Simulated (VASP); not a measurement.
The system is CoO.

```
Co O
1.0
     0.00000    4.26300    4.26300
     2.13150    0.00000    2.13150
     2.13150    2.13150    0.00000
Co O
2 2
Direct
  0.00000 0.00000 0.00000
  0.50000 0.00000 0.00000
  0.25000 0.50000 0.50000
  0.75000 0.50000 0.50000
```

Base run:

| Property | Result |
| --- | --- |
| Program | VASP 6.6.1 |
| Functional | PBE |
| Potentials or basis | VASP PAW PBE potentials, release 64 (Co, O) |
| Cutoff | 520 eV |
| k mesh | 5 × 10 × 10 |
| Occupations | fermi-dirac, width 0.05 eV |
| Spin | collinear spin, antiferromagnetic start |
| Starting moments | [3.0, -3.0, 0.0, 0.0] μB |
| Hubbard terms | Co d U = 3.3 eV |

Its results: band gap on the k mesh zero (filled and empty bands overlap); pressure -1.6 GPa; net moment 0.00 μB per cell; site moments Co +2.65, -2.65; O +0.00 μB.

**Question.** The run is repeated on the same cell with these changes: hubbard terms from Co d U = 3.3 eV to none. What comes out?

**Answer.** Band gap on the k mesh zero (filled and empty bands overlap); pressure -4.6 GPa; net moment 0.00 μB per cell; site moments Co +2.43, -2.43; O +0.00 μB.

Caveats: the cell stands under tension (at least some runs); semilocal functionals often make such compounds metallic where correlation or magnetic order opens a gap, which also shifts bond lengths (at least some runs).
